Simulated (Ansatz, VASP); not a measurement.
# One calculation of C, two programs

File INCAR:

```
PREC = Accurate ; ENCUT = 520
EDIFF = 1E-6 ; ISMEAR = -1
SIGMA = 0.05 ; LREAL = False
LASPH = True ; NELM = 80
ALGO = Normal ; ISIF = 2
LWAVE = False ; LCHARG = False
GGA = PS ; NBANDS = 16
```

KPOINTS

```
regular mesh
0
Gamma
  13 13 7
```

Contents of POSCAR:

```
C
1.0
    2.5317656016      0.0000000000      0.0000000000
   -1.2658828008      2.1925733275      0.0000000000
    0.0000000000      0.0000000000      4.2154619418
C
4
Direct
    0.3333333333      0.6666666667      0.0627973083
    0.6666666667      0.3333333333      0.5627973083
    0.3333333333      0.6666666667      0.4372026917
    0.6666666667      0.3333333333      0.9372026917
```

Input for Ansatz:

```yaml
crystal:
  lattice:
    - [2.5317656016, 0.0, 0.0]
    - [-1.2658828008, 2.1925733275, 0.0]
    - [0.0, 0.0, 4.2154619418]
  atoms:
    - { symbol: C, position: [0.3333333333, 0.6666666667, 0.0627973083] }
    - { symbol: C, position: [0.6666666667, 0.3333333333, 0.5627973083] }
    - { symbol: C, position: [0.3333333333, 0.6666666667, 0.4372026917] }
    - { symbol: C, position: [0.6666666667, 0.3333333333, 0.9372026917] }
hamiltonian:
  xc: pbesol
  pseudopotentials:
    kind: paw
    azcp:
      C: "pseudopotentials/C.paw.azcp"
basis:
  ecutwfc: 420
  fft_grid_basis: typed
kpoints:
  mp_grid: { grid: [13, 13, 7], shift: [0, 0, 0] }
magnetization:
  spin_polarized: false
scf:
  occupations: { method: fermi_dirac, width: 0.05 }
  lower_state_search: "off"
output:
  stress: true
```

Alike in both runs: task single point; functional PBEsol; k mesh 13 × 13 × 7; occupations fermi-dirac, width 0.05 eV; no spin polarisation.

|  | VASP | Ansatz |
| --- | --- | --- |
| version | VASP 6.6.1 | Ansatz 0.2.0 |
| potentials or method | VASP PAW PBE potentials, release 64 (C), cutoff 520 eV | plane waves (420 eV) with PAW, scalar-relativistic |
| valence electrons in the cell | 16 | 16 |

```csv
,VASP,Ansatz,Ansatz less VASP
pressure (GPa),-15.6,-16.5,-0.89
"traceless stress, the component that is largest in VASP (GPa)",-0.23,-0.16,+0.079
```

VASP's potentials were made for PBE, not for PBEsol, and Ansatz warns of the same on its side.
